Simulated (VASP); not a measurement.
# BaZrO3 (Pm-3m) in VASP: further runs

BaZrO3 is run at these levels: LDA, r2SCAN; tasks: relaxation of cell and atoms, single point.

All numbers are computed with VASP 6.6.1; they aren't measurements. Logs are shortened: lines on timing, memory, paths and dates and some standing lists are left out, and cuts for length are marked.

**1. The cell of the first run**

It takes space group Pm-3m (No. 221, cubic). Conventional cell: a = 4.191 Å, b = 4.191 Å, c = 4.191 Å, α = 90.00°, β = 90.00°, γ = 90.00°. Within 3.9 Å of Ba (site symmetry m-3m) lie 12 O at 2.96 Å and 8 Zr at 3.63 Å. Zr (site symmetry m-3m) has 6 O at 2.10 Å within 2.8 Å. O (site symmetry 4/mmm) has 2 Zr at 2.10 Å within 2.8 Å.

**2. Relaxation of cell and atoms, LDA**

File INCAR:

```
PREC = Accurate ; ENCUT = 600
EDIFF = 1E-6 ; ISMEAR = -1
SIGMA = 0.02 ; LREAL = False
LASPH = True ; NELM = 80
ALGO = Normal ; ISIF = 3
LWAVE = False ; LCHARG = False
IBRION = 2 ; NSW = 80
EDIFFG = -0.01
```

File KPOINTS:

```
regular mesh
0
Gamma
  6 6 6
```

File POSCAR:

```
BaZrO3
1.0
    4.1913400000      0.0000000000      0.0000000000
    0.0000000000      4.1913400000      0.0000000000
    0.0000000000      0.0000000000      4.1913400000
Ba Zr O
1 1 3
Direct
    0.0000000000      0.0000000000      0.0000000000
    0.5000000000      0.5000000000      0.5000000000
    0.0000000000      0.5000000000      0.5000000000
    0.5000000000      0.0000000000      0.5000000000
    0.5000000000      0.5000000000      0.0000000000
```

Potentials or basis: VASP PAW LDA potentials, release 64 (Ba_sv, Zr_sv, O).

Started as:

```bash
> cat potpaw_LDA.64/Ba_sv/POTCAR potpaw_LDA.64/Zr_sv/POTCAR potpaw_LDA.64/O/POTCAR > POTCAR
> mpirun -np 1 vasp_std > vasp.out
```

OUTCAR:

```text
PREC = Accurate
   ENCUT = 600
   EDIFF = 1E-6
   ISMEAR = -1
   LREAL = False
   LASPH = True
   NELM = 80
   ISIF = 3
   IBRION = 2
   NSW = 80
   EDIFFG = -0.01

 ion  position               nearest neighbor table
   1  0.000  0.000  0.000-   3 2.96   4 2.96   5 2.96   3 2.96   4 2.96   3 2.96   5 2.96   3 2.96
                             4 2.96   5 2.96   4 2.96   5 2.96   2 3.63   2 3.63   2 3.63   2 3.63
   2  0.500  0.500  0.500-   3 2.10   4 2.10   5 2.10   5 2.10   4 2.10   3 2.10   1 3.63   1 3.63
                             1 3.63   1 3.63   1 3.63   1 3.63   1 3.63   1 3.63
   3  0.000  0.500  0.500-   2 2.10   2 2.10   1 2.96   1 2.96   1 2.96   1 2.96
   4  0.500  0.000  0.500-   2 2.10   2 2.10   1 2.96   1 2.96   1 2.96   1 2.96
   5  0.500  0.500  0.000-   2 2.10   2 2.10   1 2.96   1 2.96   1 2.96   1 2.96

  LATTYP: Found a simple cubic cell.
 ALAT       =     4.1913400000

  Lattice vectors:

 A1 = (   4.1913400000,   0.0000000000,   0.0000000000)
 A2 = (   0.0000000000,   4.1913400000,   0.0000000000)
 A3 = (   0.0000000000,   0.0000000000,   4.1913400000)

Analysis of symmetry for initial positions (statically):
=====================================================================
 Subroutine PRICEL returns:
 Original cell was already a primitive cell.

 Routine SETGRP: Setting up the symmetry group for a
 simple cubic supercell.

 Subroutine GETGRP returns: Found 48 space group operations
 (whereof 48 operations were pure point group operations)
 out of a pool of 48 trial point group operations.

The static configuration has the point symmetry O_h .

Analysis of symmetry for dynamics (positions and initial velocities):
=====================================================================
 Subroutine PRICEL returns:
 Original cell was already a primitive cell.

 Routine SETGRP: Setting up the symmetry group for a
 simple cubic supercell.

 Subroutine GETGRP returns: Found 48 space group operations
 (whereof 48 operations were pure point group operations)
 out of a pool of 48 trial point group operations.

The dynamic configuration has the point symmetry O_h .

 Subroutine INISYM returns: Found 48 space group operations
 (whereof 48 operations are pure point group operations),
 and found     1 'primitive' translations

----------------------------------------------------------------------------------------

                                     Primitive cell

  volume of cell :      73.6307

  direct lattice vectors                    reciprocal lattice vectors
     4.191340000  0.000000000  0.000000000     0.238587182  0.000000000  0.000000000
     0.000000000  4.191340000  0.000000000     0.000000000  0.238587182  0.000000000
     0.000000000  0.000000000  4.191340000     0.000000000  0.000000000  0.238587182

  length of vectors
     4.191340000  4.191340000  4.191340000     0.238587182  0.238587182  0.238587182

  position of ions in fractional coordinates (direct lattice)
     0.000000000  0.000000000  0.000000000
     0.500000000  0.500000000  0.500000000
     0.000000000  0.500000000  0.500000000
     0.500000000  0.000000000  0.500000000
     0.500000000  0.500000000  0.000000000

  ion indices of the primitive-cell ions
   primitive index   ion index
                 1           1
                 2           2
                 3           3
                 4           4
                 5           5

----------------------------------------------------------------------------------------

 KPOINTS: regular mesh

Automatic generation of k-mesh.
 Grid dimensions read from file:
 generate k-points for:    6    6    6

 Generating k-lattice:

  Cartesian coordinates                     Fractional coordinates (reciprocal lattice)
     0.039764530  0.000000000  0.000000000     0.166666667  0.000000000  0.000000000
     0.000000000  0.039764530  0.000000000     0.000000000  0.166666667  0.000000000
     0.000000000  0.000000000  0.039764530     0.000000000  0.000000000  0.166666667

  Length of vectors
     0.039764530  0.039764530  0.039764530

[... 31 lines left out ...]
   ISPIN  =      1    spin polarized calculation?
   LNONCOLLINEAR =      F non collinear calculations
   LSORBIT =      F    spin-orbit coupling
   LASPH  =      T    aspherical Exc in radial PAW
   ENCUT  =  600.0 eV  44.10 Ry    6.64 a.u.   8.37  8.37  8.37*2*pi/ulx,y,z
   NELM   =     80;   NELMIN=  2; NELMDL= -5     # of ELM steps
   EDIFF  = 0.1E-05   stopping-criterion for ELM
   LREAL  =      F    real-space projection
   EDIFFG = -.1E-01   stopping-criterion for IOM
   NSW    =     80    number of steps for IOM
   IBRION =      2    ionic relax: 0-MD 1-quasi-New 2-CG
   NFREE  =      1    steps in history (QN), initial steepest desc. (CG)
   ISIF   =      3    stress and relaxation
   ISYM   =      2    0-nonsym 1-usesym 2-fastsym
   POTIM  = 0.5000    time-step for ionic-motion
   TEBEG  =    0.0;   TEEND  =   0.0 temperature during run
   PSTRESS=    0.0 pullay stress
   NELECT =      40.0000    total number of electrons
   NUPDOWN=      -1.0000    fix difference up-down
   EMIN   =  10.00;   EMAX   =-10.00  energy-range for DOS
   EFERMI =   0.00;   METHOD = LEGACY
   ISMEAR =    -1;   SIGMA  =   0.02  broadening in eV -4-tet -1-fermi 0-gaus
   EFERMI_NEDOS =   21; number of points for ismear=-14 and -15
   IALGO  =     38    algorithm
   IMIX   =      4    mixing-type and parameters
     AMIX     =   0.40;   BMIX     =  1.00
     AMIX_MAG =   1.60;   BMIX_MAG =  1.00
  volume/ion in A,a.u.               =      14.73        99.38
  Fermi-wavevector in a.u.,A,eV,Ry     =   1.335802  2.524299 24.277770  1.784366
  Thomas-Fermi vector in A             =   2.464478
   LORBIT       =      0    0 simple, 1 ext, 2 COOP (PROOUT), +10 PAW based schemes
   GGA     = CA    functional components
   LHFCALC =     F    Hartree Fock is set to
   AEXX    =    0.0000 exact exchange contribution
   IVDW    =     0    specifies the selected vdW correction
   LEPSILON=     F    determine dielectric tensor
   LRPA    =     F    only Hartree local field effects (RPA)
 conjugate gradient relaxation of ions
 non-spin polarized calculation
  energy-cutoff  :      600.00
  volume of cell :       73.63
 maximum number of plane-waves:      2517
 NGX is ok and might be reduce to    36
   NGX = 17   NGY = 17   NGZ = 17

--------------------------------------- Ionic step        1  -------------------------------------------

 number of electron      40.0000010 magnetization

 Free energy of the ion-electron system (eV)
  ---------------------------------------------------
  ext. energy  EPLUGINS =         0.00000000
  ---------------------------------------------------
  free energy    TOTEN  =       -45.72940963 eV

  energy without entropy =      -45.72940963  energy(sigma->0) =      -45.72940963

------------------------ aborting loop because EDIFF is reached ----------------------------------------

  FORCE on cell =-STRESS in cart. coord.  units (eV):
  Direction    XX          YY          ZZ          XY          YZ          ZX
  --------------------------------------------------------------------------------------
  -------------------------------------------------------------------------------------
  Total       -1.8369301     -1.8369301     -1.8369301      0.0000000      0.0000000     -0.0000000
  in kB      -39.9709558    -39.9709558    -39.9709558      0.0000000      0.0000000     -0.0000000
  external PRESSURE =     -39.9709558 kB  Pullay stress =       0.0000000 kB
[... 63 lines left out ...]
  energy  without entropy=      -45.7168965172  energy(sigma->0) =      -45.71689652

--------------------------------------- Ionic step        3  -------------------------------------------

 number of electron      39.9999994 magnetization

 Free energy of the ion-electron system (eV)
  ---------------------------------------------------
  ext. energy  EPLUGINS =         0.00000000
  ---------------------------------------------------
  free energy    TOTEN  =       -45.75176941 eV

  energy without entropy =      -45.75176941  energy(sigma->0) =      -45.75176941

 E-fermi :   4.2302     XC(G=0): -11.3563

 val. band max:        3.6446755132   @ k =   0.5000   0.5000   0.5000
 cond. band min:       6.7633047097   @ k =   0.0000   0.0000   0.0000
 fundamental gap:      3.1186291965
 Fermi energy:         4.2302231392

 k-point     1 :       0.0000    0.0000    0.0000
  band No.  band energies     occupation
      1     -42.8686      2.00000
      2     -21.4190      2.00000
      3     -21.2419      2.00000
      4     -21.2419      2.00000
      5     -21.2419      2.00000
      6     -12.4525      2.00000
[... 561 lines left out ...]
  FREE ENERGIE OF THE ION-ELECTRON SYSTEM (eV)
  ---------------------------------------------------
  free  energy   TOTEN  =       -45.7517694063 eV

  energy  without entropy=      -45.7517694063  energy(sigma->0) =      -45.75176941

 reached required accuracy - stopping structural energy minimisation
```

It took 77 s on 1 thread of Intel Xeon Platinum 8488C (Sapphire Rapids), shared host; peak memory 0.2 GiB.

What came out:

```yaml
Free_energy: -45.7518 eV
Relaxed_volume: 14.38 Å³/atom
Relaxed_cell: a = 4.158 Å, b = 4.158 Å, c = 4.158 Å, α = 90.00°, β = 90.00°, γ = 90.00°
Space_group_after_relaxing_to_0.1_Å: Pm-3m (No. 221)
Energy_gained_by_relaxing: 4.5 meV/atom
Ionic_steps: 3
Pressure_after_relaxing: 0.0 GPa
Band_gap_on_the_k_mesh: 3.12 eV (least direct gap 3.31 eV)
```

The path:
```csv
step,energy change (eV),largest force (eV/Å),pressure (GPa),volume (Å³)
1,0.0000,0.0000,-4.00,73.63
2,0.0125,0.0000,5.51,69.78
3,-0.0224,0.0000,-0.03,71.88
```

Final structure:
```yaml
crystal:
  lattice:
    - [4.15793, 0.00000, 0.00000]
    - [0.00000, 4.15793, 0.00000]
    - [0.00000, 0.00000, 4.15793]
  atoms:
    - { symbol: Ba, position: [0.00000, 0.00000, 0.00000] }
    - { symbol: Zr, position: [0.50000, 0.50000, 0.50000] }
    - { symbol: O, position: [0.00000, 0.50000, 0.50000] }
    - { symbol: O, position: [0.50000, 0.00000, 0.50000] }
    - { symbol: O, position: [0.50000, 0.50000, 0.00000] }
```

Levels at points of the mesh, in eV from the valence-band top:
```
           k point  band 17  band 18  band 19  band 20  band 21  band 22  band 23  band 24
(0.00, 0.00, 0.00)    -1.04    -0.19    -0.19    -0.19     3.12     3.12     3.12     4.54
(0.50, 0.00, 0.00)    -1.80    -1.80    -0.41    -0.41     3.60     5.81     5.81     6.42
(0.50, 0.50, 0.00)    -0.93    -0.93    -0.72    -0.08     5.78     5.78     6.53     6.62
(0.50, 0.50, 0.50)    -2.57     0.00     0.00     0.00     6.01     6.01     6.01     7.18
```

Caveat: spin-orbit coupling is left out, which moves the levels of the heavy elements. As with any semilocal functional, this LDA gap is likely too small.

**3. Single point, r2SCAN**

This run uses another cell than the first one, of 15.46 Å³/atom.

Edit POSCAR of step 2 so:

```diff
@@ -2,5 +2,5 @@
 1.0
-    4.1913400000      0.0000000000      0.0000000000
-    0.0000000000      4.1913400000      0.0000000000
-    0.0000000000      0.0000000000      4.1913400000
+    4.2602450500      0.0000000000      0.0000000000
+    0.0000000000      4.2602450500      0.0000000000
+    0.0000000000      0.0000000000      4.2602450500
 Ba Zr O
```

File INCAR.step1:

```
SYSTEM = BaZrO3
PREC = Accurate
ENCUT = 520
ISMEAR = -1
SIGMA = 0.02
LREAL = .FALSE.
LASPH = .TRUE.
NELM = 100
NBANDS = 28
GGA = PE
ALGO = Normal
EDIFF = 1E-4
LWAVE = .TRUE.
LCHARG = .FALSE.
```

File INCAR.step2:

```
SYSTEM = BaZrO3
PREC = Accurate
ENCUT = 520
EDIFF = 1E-7
ISMEAR = -1
SIGMA = 0.02
LREAL = .FALSE.
LASPH = .TRUE.
NELM = 100
ALGO = Normal
ISIF = 2
LWAVE = .FALSE.
LCHARG = .FALSE.
METAGGA = R2SCAN
LMIXTAU = .TRUE.
NBANDS = 28
ISTART = 1
```

File KPOINTS:

```
Automatic mesh
0
G
  8 8 8
  0 0 0
```

Potentials or basis: VASP PAW PBE potentials, release 64 (Ba_sv, Zr_sv, O).

Started as:

```bash
> cat potpaw_PBE.64/Ba_sv/POTCAR potpaw_PBE.64/Zr_sv/POTCAR potpaw_PBE.64/O/POTCAR > POTCAR
> cp INCAR.step1 INCAR
> mpirun -np 1 vasp_std > vasp.out
> cp INCAR.step2 INCAR
> mpirun -np 1 vasp_std > vasp.out
```

Wall time 2 min (1 thread of Intel Xeon Platinum 8488C (Sapphire Rapids), shared host); peak memory 0.23 GiB.

Results (log left out):

- Free energy: -85.0701 eV
- Pressure: -5.0 GPa
- Band gap on the k mesh: 3.58 eV (least direct gap 3.87 eV)

Levels at points of the mesh, in eV from the valence-band top:
| k point | band 16 | band 17 | band 18 | band 19 | band 20 | band 21 | band 22 | band 23 | band 24 | band 25 |
| --- | --- | --- | --- | --- | --- | --- | --- | --- | --- | --- |
| (0.00, 0.00, 0.00) | -0.94 | -0.94 | -0.29 | -0.29 | -0.29 | 3.58 | 3.58 | 3.58 | 5.09 | 5.09 |
| (0.50, 0.00, 0.00) | -1.66 | -1.66 | -1.56 | -0.54 | -0.54 | 3.97 | 5.89 | 5.89 | 6.78 | 7.05 |
| (0.50, 0.50, 0.00) | -2.24 | -0.94 | -0.94 | -0.94 | -0.07 | 5.87 | 5.87 | 6.68 | 6.83 | 7.94 |
| (0.50, 0.50, 0.50) | -2.52 | -2.52 | 0.00 | 0.00 | 0.00 | 6.42 | 6.42 | 6.42 | 7.11 | 7.11 |

Caveat: the cell stands under tension; the PAW data sets were made with another functional, which shifts forces and pressure a little; spin-orbit coupling is left out, which moves the levels of the heavy elements.

**4. Single point, r2SCAN**

This run uses another cell than the first one, of 15.76 Å³/atom.

Edit POSCAR of step 3 so:

```diff
@@ -2,5 +2,5 @@
 1.0
-    4.2602450500      0.0000000000      0.0000000000
-    0.0000000000      4.2602450500      0.0000000000
-    0.0000000000      0.0000000000      4.2602450500
+    4.2873811000      0.0000000000      0.0000000000
+    0.0000000000      4.2873811000      0.0000000000
+    0.0000000000      0.0000000000      4.2873811000
 Ba Zr O
```

File INCAR.step1:

```
ALGO = Normal
EDIFF = 1E-4
ENCUT = 520
GGA = PE
ISMEAR = -1
LASPH = True
LCHARG = False
LREAL = False
LWAVE = True
NBANDS = 28
NELM = 80
PREC = Accurate
SIGMA = 0.02
```

File INCAR.step2:

```
ALGO = Normal
EDIFF = 1E-6
ENCUT = 520
ISIF = 2
ISMEAR = -1
ISTART = 1
LASPH = True
LCHARG = True
LELF = True
LMIXTAU = True
LREAL = False
LVHAR = True
LWAVE = False
METAGGA = R2SCAN
NBANDS = 28
NELM = 80
PREC = Accurate
SIGMA = 0.02
```

File KPOINTS:

```
k-points
0
Gamma
  8 8 8
```

Started as:

```bash
> cat potpaw_PBE.64/Ba_sv/POTCAR potpaw_PBE.64/Zr_sv/POTCAR potpaw_PBE.64/O/POTCAR > POTCAR
> cp INCAR.step1 INCAR
> mpirun -np 1 vasp_std > vasp.out
> cp INCAR.step2 INCAR
> mpirun -np 1 vasp_std > vasp.out
```

Run time: 1.8 min. Hardware: 1 thread of Intel Xeon Platinum 8488C (Sapphire Rapids), shared host; peak memory 0.23 GiB.

The run converged. Its results:

```yaml
Free_energy: -85.0131 eV
Pressure: -7.6 GPa
Band_gap_on_the_k_mesh: 3.53 eV (least direct gap 3.83 eV)
```

Levels at points of the mesh, in eV from the valence-band top:
```
           k point  band 18  band 19  band 20  band 21  band 22  band 23
(0.00, 0.00, 0.00)    -0.31    -0.31    -0.31     3.53     3.53     3.53
(0.50, 0.00, 0.00)    -1.52    -0.56    -0.56     3.90     5.76     5.76
(0.50, 0.50, 0.00)    -0.94    -0.94    -0.07     5.74     5.74     6.56
(0.50, 0.50, 0.50)     0.00     0.00     0.00     6.35     6.35     6.35
```

Caveat: the cell stands under tension; the PAW data sets were made with another functional, which shifts forces and pressure a little; spin-orbit coupling is left out, which moves the levels of the heavy elements.

**5. Relaxation of cell and atoms, r2SCAN**

Edit POSCAR of step 4 so:

```diff
@@ -2,5 +2,5 @@
 1.0
-    4.2873811000      0.0000000000      0.0000000000
-    0.0000000000      4.2873811000      0.0000000000
-    0.0000000000      0.0000000000      4.2873811000
+    4.1913400000      0.0000000000      0.0000000000
+    0.0000000000      4.1913400000      0.0000000000
+    0.0000000000      0.0000000000      4.1913400000
 Ba Zr O
```

File INCAR.step1:

```
PREC = Accurate
ENCUT = 600
ISMEAR = -1
SIGMA = 0.02
LREAL = False
LASPH = True
NELM = 80
GGA = PE
ALGO = Normal
EDIFF = 1E-4
LWAVE = True
LCHARG = False
```

File INCAR.step2:

```
PREC = Accurate
ENCUT = 600
EDIFF = 1E-6
ISMEAR = -1
SIGMA = 0.02
LREAL = False
LASPH = True
NELM = 80
ALGO = Normal
ISIF = 3
LWAVE = False
LCHARG = False
METAGGA = R2SCAN
LMIXTAU = True
IBRION = 2
NSW = 80
EDIFFG = -0.01
ISTART = 1
```

File KPOINTS:

```
Automatic mesh
0
Gamma
  6 6 6
```

Started as:

```bash
> cat potpaw_PBE.64/Ba_sv/POTCAR potpaw_PBE.64/Zr_sv/POTCAR potpaw_PBE.64/O/POTCAR > POTCAR
> cp INCAR.step1 INCAR
> mpirun -np 1 vasp_std > vasp.out
> cp INCAR.step2 INCAR
> mpirun -np 1 vasp_std > vasp.out
```

Wall time 3.9 min (1 thread of Intel Xeon Platinum 8488C (Sapphire Rapids), shared host); peak memory 0.26 GiB.

Results (log left out):

```
Free energy                           : -85.1129 eV
Relaxed volume                        : 14.95 Å³/atom
Relaxed cell                          : a = 4.213 Å, b = 4.213 Å, c = 4.213 Å, α = 90.00°, β = 90.00°, γ = 90.00°
Space group after relaxing (to 0.1 Å) : Pm-3m (No. 221)
Energy gained by relaxing             : 1.8 meV/atom
Ionic steps                           : 3
Pressure after relaxing               : -0.1 GPa
Band gap on the k mesh                : 3.67 eV (least direct gap 3.93 eV)
```

The path:
```
step  energy change (eV)  largest force (eV/Å)  pressure (GPa)  volume (Å³)
   1              0.0000                0.0000            2.57        73.63
   2              0.0043                0.0000           -2.93        76.17
   3             -0.0088                0.0000           -0.09        74.76
```

Final structure:
```cif
data_structure
_symmetry_space_group_name_H-M 'P 1'
_symmetry_Int_Tables_number 1
_cell_length_a 4.2127
_cell_length_b 4.2127
_cell_length_c 4.2127
_cell_angle_alpha 90.000
_cell_angle_beta 90.000
_cell_angle_gamma 90.000
_cell_volume 74.76
loop_
_atom_site_label
_atom_site_type_symbol
_atom_site_fract_x
_atom_site_fract_y
_atom_site_fract_z
_atom_site_occupancy
Ba1 Ba 0.00000 0.00000 0.00000 1
Zr1 Zr 0.50000 0.50000 0.50000 1
O1 O 0.00000 0.50000 0.50000 1
O2 O 0.50000 0.00000 0.50000 1
O3 O 0.50000 0.50000 0.00000 1
```

Levels at points of the mesh, in eV from the valence-band top:
```tsv
k point	band 16	band 17	band 18	band 19	band 20	band 21	band 22	band 23	band 24
(0.00, 0.00, 0.00)	-0.99	-0.99	-0.26	-0.26	-0.26	3.67	3.67	3.67	5.15
(0.50, 0.00, 0.00)	-1.71	-1.71	-1.65	-0.50	-0.50	4.09	6.12	6.12	6.91
(0.50, 0.50, 0.00)	-2.34	-0.95	-0.95	-0.86	-0.07	6.09	6.09	6.90	7.05
(0.50, 0.50, 0.50)	-2.55	-2.55	0.00	0.00	0.00	6.56	6.56	6.56	7.41
```

Caveat: the PAW data sets were made with another functional, which shifts forces and pressure a little; spin-orbit coupling is left out, which moves the levels of the heavy elements. Zero-point motion and thermal expansion aren't in these numbers.

**6. Overview**

```csv
task,level,potentials or basis,cell,k mesh,cutoff (eV),gap on the mesh (eV),pressure (GPa),relaxed volume (Å³/atom)
relaxation of cell and atoms,LDA,"VASP PAW LDA potentials, release 64 (Ba_sv, Zr_sv, O)","relaxed from a = 4.191 Å, 5 atoms",6 × 6 × 6,600,3.12,0.0,14.38
single point,r2SCAN,"VASP PAW PBE potentials, release 64 (Ba_sv, Zr_sv, O)","a = 4.260 Å, 5 atoms",8 × 8 × 8,520,3.58,-5.0,-
single point,r2SCAN,"VASP PAW PBE potentials, release 64 (Ba_sv, Zr_sv, O)","a = 4.287 Å, 5 atoms",8 × 8 × 8,520,3.53,-7.6,-
relaxation of cell and atoms,r2SCAN,"VASP PAW PBE potentials, release 64 (Ba_sv, Zr_sv, O)","relaxed from a = 4.191 Å, 5 atoms",6 × 6 × 6,600,3.67,-0.1,14.95
```

Alike in all rows: no spin polarisation; smearing fermi-dirac 0.02 eV.

Caveats: spin-orbit coupling is left out, which moves the levels of the heavy elements; the PAW data sets were made with another functional, which shifts forces and pressure a little (at least some runs); the cell stands under tension (at least some runs).

Absolute energies hang on the potentials; compare differences alone.
